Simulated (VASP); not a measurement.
# Mg3O in VASP: further runs

The runs below take Mg3O through relaxation of cell and atoms, with PBE.

Program: VASP 6.6.1. These are calculated values, not measurements. Logs are shortened: lines on timing, memory, paths and dates and some standing lists are left out, and cuts for length are marked.

## 1. The cell of the first run

Symmetry: Pm-3m, No. 221, cubic system. Conventional cell: a = 4.113 Å, b = 4.113 Å, c = 4.113 Å, α = 90.00°, β = 90.00°, γ = 90.00°. Within 3.8 Å of Mg (site symmetry 4/mmm) lie 8 Mg at 2.91 Å and 4 O at 2.91 Å. Within 3.8 Å of O (site symmetry m-3m) lie 12 Mg at 2.91 Å.

## 2. Relaxation of cell and atoms, PBE

File INCAR:

```
  PREC = Accurate
  ENCUT = 600
  EDIFF = 1E-6
  ISMEAR = 0
  SIGMA = 0.1
  LREAL = F
  LASPH = T
  NELM = 80
  ALGO = Normal
  ISIF = 3
  LWAVE = F
  LCHARG = F
  GGA = PE
  IBRION = 2
  NSW = 100
  EDIFFG = -0.01
```

File KPOINTS:

```
regular mesh
0
Gamma
  12 12 12
```

File POSCAR:

```
Mg3O
1.0
    4.1129870965      0.0000000000      0.0000000000
    0.0000000000      4.1129870965      0.0000000000
    0.0000000000      0.0000000000      4.1129870965
Mg O
3 1
Direct
    0.0000000000      0.5000000000      0.5000000000
    0.5000000000      0.0000000000      0.5000000000
    0.5000000000      0.5000000000      0.0000000000
    0.0000000000      0.0000000000      0.0000000000
```

Potentials or basis: VASP PAW PBE potentials, release 64 (Mg, O).

On the command line:

```console
$ cat potpaw_PBE.64/Mg/POTCAR potpaw_PBE.64/O/POTCAR > POTCAR
$ mpirun -np 1 vasp_std > vasp.out
```

OUTCAR:

```text
PREC = Accurate
   ENCUT = 600
   EDIFF = 1E-6
   ISMEAR = 0
   LREAL = F
   LASPH = T
   NELM = 80
   ISIF = 3
   GGA = PE
   IBRION = 2
   NSW = 100
   EDIFFG = -0.01

 ion  position               nearest neighbor table
   1  0.000  0.500  0.500-   2 2.91   3 2.91   3 2.91   2 2.91   2 2.91   3 2.91   3 2.91   2 2.91

   2  0.500  0.000  0.500-   1 2.91   3 2.91   3 2.91   1 2.91   3 2.91   3 2.91   1 2.91   1 2.91

   3  0.500  0.500  0.000-   1 2.91   2 2.91   1 2.91   2 2.91   2 2.91   2 2.91   1 2.91   1 2.91

   4  0.000  0.000  0.000-

  LATTYP: Found a simple cubic cell.
 ALAT       =     4.1129870965

  Lattice vectors:

 A1 = (   4.1129870965,   0.0000000000,   0.0000000000)
 A2 = (   0.0000000000,   4.1129870965,   0.0000000000)
 A3 = (   0.0000000000,   0.0000000000,   4.1129870965)

Analysis of symmetry for initial positions (statically):
=====================================================================
 Subroutine PRICEL returns:
 Original cell was already a primitive cell.

 Routine SETGRP: Setting up the symmetry group for a
 simple cubic supercell.

 Subroutine GETGRP returns: Found 48 space group operations
 (whereof 48 operations were pure point group operations)
 out of a pool of 48 trial point group operations.

The static configuration has the point symmetry O_h .

Analysis of symmetry for dynamics (positions and initial velocities):
=====================================================================
 Subroutine PRICEL returns:
 Original cell was already a primitive cell.

 Routine SETGRP: Setting up the symmetry group for a
 simple cubic supercell.

 Subroutine GETGRP returns: Found 48 space group operations
 (whereof 48 operations were pure point group operations)
 out of a pool of 48 trial point group operations.

The dynamic configuration has the point symmetry O_h .

 Subroutine INISYM returns: Found 48 space group operations
 (whereof 48 operations are pure point group operations),
 and found     1 'primitive' translations

----------------------------------------------------------------------------------------

                                     Primitive cell

  volume of cell :      69.5780

  direct lattice vectors                    reciprocal lattice vectors
     4.112987097  0.000000000  0.000000000     0.243132297  0.000000000  0.000000000
     0.000000000  4.112987097  0.000000000     0.000000000  0.243132297  0.000000000
     0.000000000  0.000000000  4.112987097     0.000000000  0.000000000  0.243132297

  length of vectors
     4.112987097  4.112987097  4.112987097     0.243132297  0.243132297  0.243132297

  position of ions in fractional coordinates (direct lattice)
     0.000000000  0.500000000  0.500000000
     0.500000000  0.000000000  0.500000000
     0.500000000  0.500000000  0.000000000
     0.000000000  0.000000000  0.000000000

  ion indices of the primitive-cell ions
   primitive index   ion index
                 1           1
                 2           2
                 3           3
                 4           4

----------------------------------------------------------------------------------------

 KPOINTS: regular mesh

Automatic generation of k-mesh.
 Grid dimensions read from file:
 generate k-points for:   12   12   12

 Generating k-lattice:

  Cartesian coordinates                     Fractional coordinates (reciprocal lattice)
[... 70 lines left out ...]
   PSTRESS=    0.0 pullay stress
   NELECT =      12.0000    total number of electrons
   NUPDOWN=      -1.0000    fix difference up-down
   EMIN   =  10.00;   EMAX   =-10.00  energy-range for DOS
   EFERMI =   0.00;   METHOD = LEGACY
   ISMEAR =     0;   SIGMA  =   0.10  broadening in eV -4-tet -1-fermi 0-gaus
   EFERMI_NEDOS =   21; number of points for ismear=-14 and -15
   IALGO  =     38    algorithm
   IMIX   =      4    mixing-type and parameters
     AMIX     =   0.40;   BMIX     =  1.00
     AMIX_MAG =   1.60;   BMIX_MAG =  1.00
  volume/ion in A,a.u.               =      17.39       117.38
  Fermi-wavevector in a.u.,A,eV,Ry     =   0.911265  1.722041 11.298325  0.830403
  Thomas-Fermi vector in A             =   2.035524
   LORBIT       =      0    0 simple, 1 ext, 2 COOP (PROOUT), +10 PAW based schemes
   GGA     = PE    functional components
   LHFCALC =     F    Hartree Fock is set to
   AEXX    =    0.0000 exact exchange contribution
   IVDW    =     0    specifies the selected vdW correction
   LEPSILON=     F    determine dielectric tensor
   LRPA    =     F    only Hartree local field effects (RPA)
 conjugate gradient relaxation of ions
 non-spin polarized calculation
 Gauss-broadening in eV      SIGMA  =   0.10
  energy-cutoff  :      600.00
  volume of cell :       69.58
 maximum number of plane-waves:      2360
 NGX is ok and might be reduce to    36
   NGX = 17   NGY = 17   NGZ = 17

--------------------------------------- Ionic step        1  -------------------------------------------

 number of electron      11.9999996 magnetization

 Free energy of the ion-electron system (eV)
  ---------------------------------------------------
  ext. energy  EPLUGINS =         0.00000000
  ---------------------------------------------------
  free energy    TOTEN  =        -9.96689029 eV

  energy without entropy =       -9.96207772  energy(sigma->0) =       -9.96448400

------------------------ aborting loop because EDIFF is reached ----------------------------------------

  FORCE on cell =-STRESS in cart. coord.  units (eV):
  Direction    XX          YY          ZZ          XY          YZ          ZX
  --------------------------------------------------------------------------------------
  -------------------------------------------------------------------------------------
  Total        0.0623279      0.0623279      0.0623279      0.0000000      0.0000000     -0.0000000
  in kB        1.4352296      1.4352296      1.4352296      0.0000000      0.0000000     -0.0000000
  external PRESSURE =       1.4352296 kB  Pullay stress =       0.0000000 kB

 VOLUME and BASIS-vectors are now :
 -----------------------------------------------------------------------------
  energy-cutoff  :      600.00
  volume of cell :       69.58
      direct lattice vectors                 reciprocal lattice vectors
     4.112987097  0.000000000  0.000000000     0.243132297  0.000000000  0.000000000
     0.000000000  4.112987097  0.000000000     0.000000000  0.243132297  0.000000000
     0.000000000  0.000000000  4.112987097     0.000000000  0.000000000  0.243132297

 POSITION                                       TOTAL-FORCE (eV/Angst)
 -----------------------------------------------------------------------------------
      0.00000      2.05649      2.05649         0.000000      0.000000      0.000000
      2.05649      0.00000      2.05649         0.000000      0.000000      0.000000
      2.05649      2.05649      0.00000         0.000000      0.000000      0.000000
      0.00000      0.00000      0.00000         0.000000      0.000000      0.000000
 -----------------------------------------------------------------------------------
    total drift:                                0.000000     -0.000000     -0.000000

  FREE ENERGIE OF THE ION-ELECTRON SYSTEM (eV)
  ---------------------------------------------------
  free  energy   TOTEN  =        -9.9668902861 eV

  energy  without entropy=       -9.9620777201  energy(sigma->0) =       -9.96448400

--------------------------------------- Ionic step        2  -------------------------------------------

 number of electron      11.9999996 magnetization

 Free energy of the ion-electron system (eV)
  ---------------------------------------------------
  ext. energy  EPLUGINS =         0.00000000
  ---------------------------------------------------
  free energy    TOTEN  =        -9.96695286 eV

  energy without entropy =       -9.96212047  energy(sigma->0) =       -9.96453666

 E-fermi :   3.3196     XC(G=0):  -9.0862

 val. band max:        3.3140302136   @ k =   0.5000   0.5000   0.2500
 cond. band min:       3.3603426517   @ k =   0.3333   0.3333   0.3333
 fundamental gap:      0.0463124380
 Fermi energy:         3.3196328191

 k-point     1 :       0.0000    0.0000    0.0000
  band No.  band energies     occupation
      1     -13.9821      2.00000
      2      -2.8722      2.00000
      3       0.1232      2.00000
      4       0.1232      2.00000
      5       0.1232      2.00000
      6       5.5168      0.00000
      7       5.5168      0.00000
      8       5.7013      0.00000
      9       5.7013      0.00000
     10       5.7013      0.00000
[... 287 lines left out ...]
 k-point    24 :       0.4167    0.3333    0.0000
  band No.  band energies     occupation
      1     -13.8938      2.00000
      2      -2.0590      2.00000
      3      -1.1218      2.00000
      4       0.4537      2.00000
      5       0.5425      2.00000
      6       2.4070      2.00000
      7       3.9596      0.00000
      8       5.2938      0.00000
      9       6.2326      0.00000
     10       8.2643      0.00000

 [... further k-points ...]

------------------------ aborting loop because EDIFF is reached ----------------------------------------

  FORCE on cell =-STRESS in cart. coord.  units (eV):
  Direction    XX          YY          ZZ          XY          YZ          ZX
  --------------------------------------------------------------------------------------
  -------------------------------------------------------------------------------------
  Total        0.0047842      0.0047842      0.0047842      0.0000000     -0.0000000      0.0000000
  in kB        0.1099175      0.1099175      0.1099175      0.0000000     -0.0000000      0.0000000
  external PRESSURE =       0.1099175 kB  Pullay stress =       0.0000000 kB

 VOLUME and BASIS-vectors are now :
 -----------------------------------------------------------------------------
  energy-cutoff  :      600.00
  volume of cell :       69.74
      direct lattice vectors                 reciprocal lattice vectors
     4.116078896  0.000000000 -0.000000000     0.242949668 -0.000000000  0.000000000
     0.000000000  4.116078896  0.000000000    -0.000000000  0.242949668 -0.000000000
    -0.000000000  0.000000000  4.116078896     0.000000000 -0.000000000  0.242949668

 POSITION                                       TOTAL-FORCE (eV/Angst)
 -----------------------------------------------------------------------------------
      0.00000      2.05804      2.05804        -0.000000     -0.000000      0.000000
      2.05804      0.00000      2.05804         0.000000     -0.000000      0.000000
      2.05804      2.05804      0.00000         0.000000     -0.000000      0.000000
      0.00000      0.00000      0.00000         0.000000      0.000000      0.000000
 -----------------------------------------------------------------------------------
    total drift:                                0.000000     -0.000000     -0.000000

  FREE ENERGIE OF THE ION-ELECTRON SYSTEM (eV)
  ---------------------------------------------------
  free  energy   TOTEN  =        -9.9669528585 eV

  energy  without entropy=       -9.9621204687  energy(sigma->0) =       -9.96453666

 reached required accuracy - stopping structural energy minimisation
```

It took 40 s on 1 thread of Intel Xeon 6975P-C (Granite Rapids), shared host; peak memory 0.26 GiB.

What came out:

* Free energy: -9.9670 eV
* Relaxed volume: 17.43 Å³/atom
* Relaxed cell: a = 4.116 Å, b = 4.116 Å, c = 4.116 Å, α = 90.00°, β = 90.00°, γ = 90.00°
* Space group after relaxing (to 0.05 Å): Pm-3m (No. 221)
* Energy gained by relaxing: 0.0 meV/atom
* Ionic steps: 2
* Pressure after relaxing: 0.0 GPa
* Band gap on the k mesh: zero (band 6 reaches 5.52 eV, above the bottom of band 7 at 2.60 eV)

Final structure:
```
CELL_PARAMETERS angstrom
4.11608 0.00000 0.00000
0.00000 4.11608 0.00000
0.00000 0.00000 4.11608
ATOMIC_POSITIONS crystal
Mg 0.00000 0.50000 0.50000
Mg 0.50000 0.00000 0.50000
Mg 0.50000 0.50000 0.00000
O 0.00000 0.00000 0.00000
```

## 3. Relaxation of cell and atoms, PBE

This run uses another cell than the first one, of 17.47 Å³/atom, 1.004 times its volume.

File INCAR:

```
ALGO     = Normal         # electronic algorithm
EDIFF    = 1E-6           # SCF threshold, eV
EDIFFG   = -0.01          # ionic threshold
ENCUT    = 600            # plane-wave cutoff, eV
GGA      = PE             # functional
IBRION   = 2              # ionic algorithm
ISIF     = 3              # what is computed and relaxed
ISMEAR   = 0              # smearing method
LASPH    = True           # aspherical terms in the spheres
LCHARG   = False          # write CHGCAR
LREAL    = False          # projectors in reciprocal space
LWAVE    = False          # write WAVECAR
NELM     = 80             # most SCF steps
NSW      = 100            # ionic steps
PREC     = Accurate       # precision mode
SIGMA    = 0.1            # smearing width, eV
```

File KPOINTS:

```
k-points
0
Gamma
  12 12 12
```

File POSCAR:

```
Mg3O
1.0
    4.1411429176      0.0000000000      0.0000000000
    0.0000000000      4.1411429176      0.0000000000
    0.0000000000      0.0000000000      4.0737803561
Mg O
3 1
Direct
    0.0000000000      0.5000000000      0.5000000000
    0.5000000000      0.0000000000      0.5000000000
    0.5000000000      0.5000000000      0.0000000000
    0.0000000000      0.0000000000      0.0000000000
```

Potentials or basis: VASP PAW PBE potentials, release 64 (Mg, O).

On the command line:

```console
$ cat potpaw_PBE.64/Mg/POTCAR potpaw_PBE.64/O/POTCAR > POTCAR
$ mpirun -np 1 vasp_std > vasp.out
```

OUTCAR:

```text
EDIFF = 1E-6
   EDIFFG = -0.01
   ENCUT = 600
   GGA = PE
   IBRION = 2
   ISIF = 3
   ISMEAR = 0
   LASPH = True
   LREAL = False
   NELM = 80
   NSW = 100
   PREC = Accurate

 ion  position               nearest neighbor table
   1  0.000  0.500  0.500-   3 2.90   3 2.90   3 2.90   3 2.90   2 2.93   2 2.93   2 2.93   2 2.93

   2  0.500  0.000  0.500-   3 2.90   3 2.90   3 2.90   3 2.90   1 2.93   1 2.93   1 2.93   1 2.93

[... 567 lines left out ...]
  --------------------------------------------------------------------------------------
  -------------------------------------------------------------------------------------
  Total       -0.0101555     -0.0101555     -0.0283788      0.0000000      0.0000000      0.0000000
  in kB       -0.2331505     -0.2331505     -0.6515195      0.0000000      0.0000000      0.0000000
  external PRESSURE =      -0.3726068 kB  Pullay stress =       0.0000000 kB

 VOLUME and BASIS-vectors are now :
 -----------------------------------------------------------------------------
  energy-cutoff  :      600.00
  volume of cell :       69.79
      direct lattice vectors                 reciprocal lattice vectors
     4.139979026  0.000000000  0.000000000     0.241547117 -0.000000000  0.000000000
     0.000000000  4.139979026  0.000000000     0.000000000  0.241547117 -0.000000000
    -0.000000000  0.000000000  4.071752144    -0.000000000 -0.000000000  0.245594517

 POSITION                                       TOTAL-FORCE (eV/Angst)
 -----------------------------------------------------------------------------------
     -0.00000      2.06999      2.03588         0.000000     -0.000000      0.000000
      2.06999      0.00000      2.03588        -0.000000      0.000000      0.000000
      2.06999      2.06999      0.00000        -0.000000      0.000000      0.000000
      0.00000      0.00000      0.00000        -0.000000      0.000000      0.000000
 -----------------------------------------------------------------------------------
    total drift:                                0.000000     -0.000000     -0.000000

  FREE ENERGIE OF THE ION-ELECTRON SYSTEM (eV)
  ---------------------------------------------------
  free  energy   TOTEN  =        -9.9671919410 eV

  energy  without entropy=       -9.9623666081  energy(sigma->0) =       -9.96477927

 reached required accuracy - stopping structural energy minimisation
```

CONTCAR:

```text
Mg3O
   1.00000000000000
     4.1399790257182749    0.0000000000000000    0.0000000000000000
     0.0000000000000000    4.1399790257182749    0.0000000000000000
    -0.0000000000000000    0.0000000000000000    4.0717521443090661
  Mg              O
     3     1
Direct
     0.0000000000000000    0.5000000000000000    0.5000000000000000
     0.5000000000000000    0.0000000000000000    0.5000000000000000
     0.5000000000000000    0.5000000000000000    0.0000000000000000
     0.0000000000000000    0.0000000000000000    0.0000000000000000

  0.00000000E+00  0.00000000E+00  0.00000000E+00
  0.00000000E+00  0.00000000E+00  0.00000000E+00
  0.00000000E+00  0.00000000E+00  0.00000000E+00
  0.00000000E+00  0.00000000E+00  0.00000000E+00
```

It took 85 s on 1 thread of Intel Xeon 6975P-C (Granite Rapids), shared host; peak memory 0.35 GiB.

What came out:

```
Free energy                            : -9.9672 eV
Relaxed volume                         : 17.45 Å³/atom
Relaxed cell                           : a = 4.140 Å, b = 4.140 Å, c = 4.072 Å, α = 90.00°, β = 90.00°, γ = 90.00°
Space group after relaxing (to 0.05 Å) : P4/mmm (No. 123)
Energy gained by relaxing              : 0.0 meV/atom
Ionic steps                            : 2
Pressure after relaxing                : 0.0 GPa
Band gap on the k mesh                 : zero (band 6 reaches 5.39 eV, above the bottom of band 7 at 2.61 eV)
```

Final structure:
```yaml
crystal:
  lattice:
    - [4.13998, 0.00000, 0.00000]
    - [0.00000, 4.13998, 0.00000]
    - [0.00000, 0.00000, 4.07175]
  atoms:
    - { symbol: Mg, position: [0.00000, 0.50000, 0.50000] }
    - { symbol: Mg, position: [0.50000, 0.00000, 0.50000] }
    - { symbol: Mg, position: [0.50000, 0.50000, 0.00000] }
    - { symbol: O, position: [0.00000, 0.00000, 0.00000] }
```
